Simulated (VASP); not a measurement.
# GaGe (F-43m) in VASP: further runs

Runs on GaGe. Level: PBE. Tasks: single point, relaxation of cell and atoms.

All numbers are computed with VASP 6.6.1; they aren't measurements. Logs are shortened: lines on timing, memory, paths and dates and some standing lists are left out, and cuts for length are marked.

## Step 1: The cell of the first run

The structure is cubic, space group F-43m (No. 216). The conventional cell has a = 5.805 Å, b = 5.805 Å, c = 5.805 Å, α = 90.00°, β = 90.00°, γ = 90.00°. Ge (site symmetry -43m) has 4 Ga at 2.51 Å within 3.3 Å. Ga (site symmetry -43m) has 4 Ge at 2.51 Å within 3.3 Å.

## Step 2: Single point, PBE

INCAR reads:

```
SYSTEM = GaGe
PREC     = Accurate       ! precision mode
ENCUT    = 520            ! plane-wave cutoff, eV
EDIFF    = 1E-6           ! SCF threshold, eV
ISMEAR   = -1             ! smearing method
SIGMA    = 0.05           ! smearing width, eV
LREAL    = .False.        ! projectors in reciprocal space
LASPH    = .True.         ! aspherical terms in the spheres
NELM     = 80             ! most SCF steps
ALGO     = Normal         ! electronic algorithm
ISIF     = 2              ! what is computed and relaxed
LWAVE    = .False.        ! write WAVECAR
LCHARG   = .False.        ! write CHGCAR
GGA      = PE             ! functional
NBANDS   = 20             ! bands
```

KPOINTS reads:

```
Automatic mesh
0
Gamma
  8 8 8
  0 0 0
```

POSCAR reads:

```
GaGe
1.0
    0.0000000000      2.9023899604      2.9023899604
    2.9023899604      0.0000000000      2.9023899604
    2.9023899604      2.9023899604      0.0000000000
Ge Ga
1 1
Direct
    0.0000000000      0.0000000000      0.0000000000
    0.2500000000      0.2500000000      0.2500000000
```

Potentials or basis: VASP PAW PBE potentials, release 64 (Ge_d, Ga_d).

On the command line:

```sh
$ cat potpaw_PBE.64/Ge_d/POTCAR potpaw_PBE.64/Ga_d/POTCAR > POTCAR
$ mpirun -np 1 vasp_std > vasp.out
```

OUTCAR:

```text
SYSTEM = GaGe
   PREC = Accurate
   ENCUT = 520
   EDIFF = 1E-6
   ISMEAR = -1
   LREAL = .False.
   LASPH = .True.
   NELM = 80
   ISIF = 2
   GGA = PE

 ion  position               nearest neighbor table
   1  0.000  0.000  0.000-   2 2.51   2 2.51   2 2.51   2 2.51
   2  0.250  0.250  0.250-   1 2.51   1 2.51   1 2.51   1 2.51

  LATTYP: Found a face centered cubic cell.
 ALAT       =     5.8047799208

  Lattice vectors:

 A1 = (   0.0000000000,   2.9023899604,   2.9023899604)
 A2 = (   2.9023899604,   0.0000000000,   2.9023899604)
 A3 = (   2.9023899604,   2.9023899604,   0.0000000000)

Analysis of symmetry for initial positions (statically):
=====================================================================
 Subroutine PRICEL returns:
 Original cell was already a primitive cell.

 Routine SETGRP: Setting up the symmetry group for a
 face centered cubic supercell.

 Subroutine GETGRP returns: Found 24 space group operations
 (whereof 24 operations were pure point group operations)
 out of a pool of 48 trial point group operations.

The static configuration has the point symmetry T_d .

Analysis of symmetry for dynamics (positions and initial velocities):
=====================================================================
 Subroutine PRICEL returns:
 Original cell was already a primitive cell.

 Routine SETGRP: Setting up the symmetry group for a
 face centered cubic supercell.

 Subroutine GETGRP returns: Found 24 space group operations
 (whereof 24 operations were pure point group operations)
 out of a pool of 48 trial point group operations.

The dynamic configuration has the point symmetry T_d .

 Subroutine INISYM returns: Found 24 space group operations
 (whereof 24 operations are pure point group operations),
 and found     1 'primitive' translations

----------------------------------------------------------------------------------------

                                     Primitive cell

  volume of cell :      48.8987

  direct lattice vectors                    reciprocal lattice vectors
     0.000000000  2.902389960  2.902389960    -0.172271820  0.172271820  0.172271820
     2.902389960  0.000000000  2.902389960     0.172271820 -0.172271820  0.172271820
     2.902389960  2.902389960  0.000000000     0.172271820  0.172271820 -0.172271820

  length of vectors
     4.104599245  4.104599245  4.104599245     0.298383544  0.298383544  0.298383544

  position of ions in fractional coordinates (direct lattice)
     0.000000000  0.000000000  0.000000000
     0.250000000  0.250000000  0.250000000

  ion indices of the primitive-cell ions
   primitive index   ion index
                 1           1
                 2           2

----------------------------------------------------------------------------------------

 KPOINTS: Automatic mesh

Automatic generation of k-mesh.
 Grid dimensions read from file:
 generate k-points for:    8    8    8

 Generating k-lattice:

  Cartesian coordinates                     Fractional coordinates (reciprocal lattice)
    -0.021533977  0.021533977  0.021533977     0.125000000  0.000000000  0.000000000
     0.021533977 -0.021533977  0.021533977     0.000000000  0.125000000  0.000000000
     0.021533977  0.021533977 -0.021533977     0.000000000  0.000000000  0.125000000

  Length of vectors
     0.037297943  0.037297943  0.037297943

  Shift w.r.t. Gamma in fractional coordinates (k-lattice)
     0.000000000  0.000000000  0.000000000

 Subroutine IBZKPT returns following result:
 ===========================================

 Found     29 irreducible k-points:

 Following reciprocal coordinates:
            Coordinates               Weight
  0.000000  0.000000  0.000000      1.000000
  0.125000  0.000000  0.000000      8.000000
  0.250000  0.000000  0.000000      8.000000
  0.375000  0.000000  0.000000      8.000000
  0.500000  0.000000  0.000000      4.000000
  0.125000  0.125000  0.000000      6.000000
[... 16 lines left out ...]
  0.500000  0.250000  0.125000     48.000000
 -0.375000  0.250000  0.125000     24.000000
 [... further k-points ...]
   k-points           NKPTS =     29   k-points in BZ     NKDIM =     29   number of bands    NBANDS=     20
   number of dos      NEDOS =    301   number of ions     NIONS =      2
   total plane-waves  NPLWV =  32768
   dimension x,y,z NGX =    32 NGY =   32 NGZ =   32
   dimension x,y,z NGXF=    64 NGYF=   64 NGZF=   64
   ions per type =               1   1
   NGX,Y,Z   is equivalent  to a cutoff of  12.96, 12.96, 12.96 a.u.
   NGXF,Y,Z  is equivalent  to a cutoff of  25.92, 25.92, 25.92 a.u.
 SYSTEM =  GaGe
   PREC   = accura    normal or accurate (medium, high low for compatibility)
   ISTART =      0    job   : 0-new  1-cont  2-samecut
   ICHARG =      2    charge: 1-file 2-atom 10-const
   ISPIN  =      1    spin polarized calculation?
   LNONCOLLINEAR =      F non collinear calculations
   LSORBIT =      F    spin-orbit coupling
   LASPH  =      T    aspherical Exc in radial PAW
   ENCUT  =  520.0 eV  38.22 Ry    6.18 a.u.   7.63  7.63  7.63*2*pi/ulx,y,z
   NELM   =     80;   NELMIN=  2; NELMDL= -5     # of ELM steps
   EDIFF  = 0.1E-05   stopping-criterion for ELM
   LREAL  =      F    real-space projection
[... 7 lines left out ...]
   TEBEG  =    0.0;   TEEND  =   0.0 temperature during run
   PSTRESS=    0.0 pullay stress
   NELECT =      27.0000    total number of electrons
   NUPDOWN=      -1.0000    fix difference up-down
   EMIN   =  10.00;   EMAX   =-10.00  energy-range for DOS
   EFERMI =   0.00;   METHOD = LEGACY
   ISMEAR =    -1;   SIGMA  =   0.05  broadening in eV -4-tet -1-fermi 0-gaus
   EFERMI_NEDOS =   21; number of points for ismear=-14 and -15
   IALGO  =     38    algorithm
   IMIX   =      4    mixing-type and parameters
     AMIX     =   0.40;   BMIX     =  1.00
     AMIX_MAG =   1.60;   BMIX_MAG =  1.00
  volume/ion in A,a.u.               =      24.45       164.99
  Fermi-wavevector in a.u.,A,eV,Ry     =   1.343065  2.538025 24.542505  1.803823
  Thomas-Fermi vector in A             =   2.471169
   LORBIT       =      0    0 simple, 1 ext, 2 COOP (PROOUT), +10 PAW based schemes
   GGA     = PE    functional components
   LHFCALC =     F    Hartree Fock is set to
   AEXX    =    0.0000 exact exchange contribution
   IVDW    =     0    specifies the selected vdW correction
   LEPSILON=     F    determine dielectric tensor
   LRPA    =     F    only Hartree local field effects (RPA)
 non-spin polarized calculation
  energy-cutoff  :      520.00
  volume of cell :       48.90
 maximum number of plane-waves:      1363
 NGX is ok and might be reduce to    32
   NGX = 15   NGY = 15   NGZ = 15

 number of electron      26.9999980 magnetization

 Free energy of the ion-electron system (eV)
  ---------------------------------------------------
  ext. energy  EPLUGINS =         0.00000000
  ---------------------------------------------------
  free energy    TOTEN  =        -7.09955015 eV

  energy without entropy =       -7.09099066  energy(sigma->0) =       -7.09527040

 E-fermi :   3.0342     XC(G=0):  -9.5327

 val. band max:        2.7959554482   @ k =   0.2500   0.2500   0.0000
 cond. band min:       3.0730878130   @ k =   0.5000   0.1250   0.0000
 fundamental gap:      0.2771323648
 Fermi energy:         3.0342494145

 k-point     1 :       0.0000    0.0000    0.0000
  band No.  band energies     occupation
      1     -20.9170      2.00000
      2     -20.9170      2.00000
      3     -20.9170      2.00000
      4     -20.8978      2.00000
      5     -20.8978      2.00000
      6     -11.3131      2.00000
[... 12 lines left out ...]
     19      10.7078      0.00000
     20      13.7669      0.00000

 k-point     2 :       0.1250    0.0000    0.0000
  band No.  band energies     occupation
      1     -20.9169      2.00000
      2     -20.9166      2.00000
      3     -20.9166      2.00000
      4     -20.8977      2.00000
      5     -20.8977      2.00000
      6     -11.3169      2.00000
[... 12 lines left out ...]
     19      11.6594      0.00000
     20      12.8110      0.00000

 k-point     3 :       0.2500    0.0000    0.0000
  band No.  band energies     occupation
      1     -20.9169      2.00000
      2     -20.9157      2.00000
      3     -20.9157      2.00000
      4     -20.8975      2.00000
      5     -20.8975      2.00000
      6     -11.3262      2.00000
[... 12 lines left out ...]
     19      12.1600      0.00000
     20      12.5765      0.00000

 k-point     4 :       0.3750    0.0000    0.0000
  band No.  band energies     occupation
      1     -20.9168      2.00000
      2     -20.9149      2.00000
      3     -20.9149      2.00000
      4     -20.8971      2.00000
      5     -20.8971      2.00000
      6     -11.3356      2.00000
[... 12 lines left out ...]
     19      12.5930      0.00000
     20      13.7444      0.00000

 k-point     5 :       0.5000    0.0000    0.0000
  band No.  band energies     occupation
      1     -20.9168      2.00000
      2     -20.9145      2.00000
      3     -20.9145      2.00000
      4     -20.8969      2.00000
      5     -20.8969      2.00000
      6     -11.3395      2.00000
[... 12 lines left out ...]
     19      14.4224      0.00000
     20      15.3821      0.00000
[... 353 lines left out ...]
      6     -11.3609      2.00000
[... 12 lines left out ...]
     19      15.2191      0.00000
     20      16.4590      0.00000

 k-point    22 :       0.3750    0.2500    0.1250
  band No.  band energies     occupation
      1     -20.9177      2.00000
      2     -20.9146      2.00000
      3     -20.9144      2.00000
      4     -20.8982      2.00000
      5     -20.8964      2.00000
      6     -11.3368      2.00000
[... 12 lines left out ...]
     19      12.3166      0.00000
     20      14.3266      0.00000

 k-point    23 :       0.5000    0.2500    0.1250
  band No.  band energies     occupation
      1     -20.9171      2.00000
      2     -20.9146      2.00000
      3     -20.9135      2.00000
      4     -20.8979      2.00000
      5     -20.8963      2.00000
      6     -11.3422      2.00000
[... 12 lines left out ...]
     19      13.4069      0.00000
     20      14.1093      0.00000

 k-point    24 :      -0.3750    0.2500    0.1250
  band No.  band energies     occupation
      1     -20.9165      2.00000
      2     -20.9150      2.00000
      3     -20.9132      2.00000
      4     -20.8976      2.00000
      5     -20.8964      2.00000
      6     -11.3441      2.00000
[... 12 lines left out ...]
     19      12.1029      0.00000
     20      14.9336      0.00000

 [... further k-points ...]
[... 5 lines left out ...]
  --------------------------------------------------------------------------------------
  -------------------------------------------------------------------------------------
  Total        0.0077538      0.0077538      0.0077538      0.0000000      0.0000000     -0.0000000
  in kB        0.2540545      0.2540545      0.2540545      0.0000000      0.0000000     -0.0000000
  external PRESSURE =       0.2540545 kB  Pullay stress =       0.0000000 kB

 VOLUME and BASIS-vectors are now :
 -----------------------------------------------------------------------------
  energy-cutoff  :      520.00
  volume of cell :       48.90
      direct lattice vectors                 reciprocal lattice vectors
     0.000000000  2.902389960  2.902389960    -0.172271820  0.172271820  0.172271820
     2.902389960  0.000000000  2.902389960     0.172271820 -0.172271820  0.172271820
     2.902389960  2.902389960  0.000000000     0.172271820  0.172271820 -0.172271820

 POSITION                                       TOTAL-FORCE (eV/Angst)
 -----------------------------------------------------------------------------------
      0.00000      0.00000      0.00000         0.000000     -0.000000     -0.000000
      1.45119      1.45119      1.45119        -0.000000      0.000000      0.000000
 -----------------------------------------------------------------------------------
    total drift:                               -0.000001     -0.000001     -0.000001

  FREE ENERGIE OF THE ION-ELECTRON SYSTEM (eV)
  ---------------------------------------------------
  free  energy   TOTEN  =        -7.0995501476 eV

  energy  without entropy=       -7.0909906593  energy(sigma->0) =       -7.09527040
```

Run time: 9.4 s. Hardware: 1 thread of Intel Xeon 6975P-C (Granite Rapids), shared host; peak memory 0.18 GiB.

Results:

- Free energy: -7.0996 eV
- Pressure: 0.0 GPa

[end of part 1 of 3]
